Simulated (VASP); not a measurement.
Here is a VASP 6.6.1 calculation.

INCAR

```
SYSTEM = Ge
  ALGO = Normal
  EDIFF = 1E-6
  ENCUT = 520
  GGA = PS
  ISIF = 2
  ISMEAR = -1
  LASPH = .True.
  LCHARG = .False.
  LREAL = .False.
  LWAVE = .False.
  NBANDS = 13
  NELM = 100
  PREC = Accurate
  SIGMA = 0.05
```

Contents of KPOINTS:

```
k-points
0
Gamma
  11 11 10
  0 0 0
```

POSCAR

```
Ge
1.0
    1.3694568306     -2.4225053932      0.0000000000
    1.3694568306      2.4225053932      0.0000000000
    0.0000000000      0.0000000000      2.6181747407
Ge
1
Direct
    0.5000000000      0.5000000000      0.0000000000
```

Potentials or basis: VASP PAW PBE potentials, release 64 (Ge_d).

Launch:

```sh
$ cat potpaw_PBE.64/Ge_d/POTCAR > POTCAR
$ mpirun -np 1 vasp_std > vasp.out
```

(1) Predict the pressure.

(2) Predict the band gap on the k mesh.

Answers

(1) 4.9 GPa.

(2) zero (band 7 reaches 14.54 eV, above the bottom of band 8 at 4.72 eV).

Caveat: the PAW data sets were made with another functional, which shifts forces and pressure a little.
